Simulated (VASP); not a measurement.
Here is a VASP 6.6.1 calculation.

File INCAR:

```
SYSTEM = AlN
ALGO = Normal
EDIFF = 1E-6
ENCUT = 520
GGA = PE
ISIF = 2
ISMEAR = -5
LASPH = .True.
LCHARG = .False.
LREAL = .False.
LWAVE = .False.
NBANDS = 16
NELM = 80
PREC = Accurate
SIGMA = 0.1
```

File KPOINTS:

```
k-points
0
Gamma
  12 12 8
  0 0 0
```

POSCAR

```
AlN
1.0
    3.1302304919      0.0000000000      0.0000000000
   -1.5651152459      2.7108591257      0.0000000000
    0.0000000000      0.0000000000      5.0180689062
Al N
2 2
Direct
    0.3333333333      0.6666666667      0.0017302439
    0.6666666667      0.3333333333      0.5017302439
    0.3333333333      0.6666666667      0.3832697561
    0.6666666667      0.3333333333      0.8832697561
```

Potentials or basis: VASP PAW PBE potentials, release 64 (Al, N).

Launch:

```bash
$ cat potpaw_PBE.64/Al/POTCAR potpaw_PBE.64/N/POTCAR > POTCAR
$ mpirun -np 1 vasp_std > vasp.out
```

(1) What does it give for the band gap on the k mesh?

(2) What does it give for the pressure?

Answers

(1) 4.04 eV.

(2) -0.3 GPa.

**What was measured.**

“Structural and optical properties of self-assembled AlN nanowires grown on SiO2/Si substrates by molecular beam epitaxy”, 2024, arxiv:2402.00216 quotes, for a bulk crystal of AlN at 0 K: band gap 6.0343 eV (an exciton energy, a little under the gap).

Against the measured gap of AlN, 6.0343 eV (an exciton energy, a little under the gap; 0 K; quoted in “Structural and optical properties of self-assembled AlN nanowires grown on SiO2/Si substrates by molecular beam epitaxy”, 2024, arxiv:2402.00216), the calculated 4.04 eV is off by -1.99 eV. 2 values of this kind are on record (6.034 to 6.0343 eV); this one was drawn at random. The value is that of PBE on a finite k mesh, which can miss the band edges, without temperature or zero-point motion. Semilocal functionals fall short of measured gaps as a rule.
